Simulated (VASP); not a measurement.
The system is Rh.

```
CELL_PARAMETERS angstrom
0.00000 1.90081 1.90081
1.90081 0.00000 1.90081
1.90081 1.90081 0.00000
ATOMIC_POSITIONS crystal
Rh 0.00000 0.00000 0.00000
```

Base run:

* Program: VASP 6.6.1
* Functional: r2SCAN
* Potentials or basis: VASP PAW PBE potentials, release 64 (Rh_sv_GW)
* Cutoff: 680 eV
* k mesh: 11 × 11 × 11
* Occupations: fermi-dirac, width 0.1 eV
* Spin: no spin polarisation

Its results: band gap on the k mesh zero (an odd number of electrons rules out a gap without spin polarisation); pressure 0.3 GPa.

Q: The run is repeated on the same cell with these changes: k mesh from 11 × 11 × 11 to 5 × 5 × 5. What comes out?

A: Band gap on the k mesh zero (an odd number of electrons rules out a gap without spin polarisation); pressure 2.9 GPa.

Caveats: some runs use coarse meshes; the PAW data sets were made with another functional, which shifts forces and pressure a little.
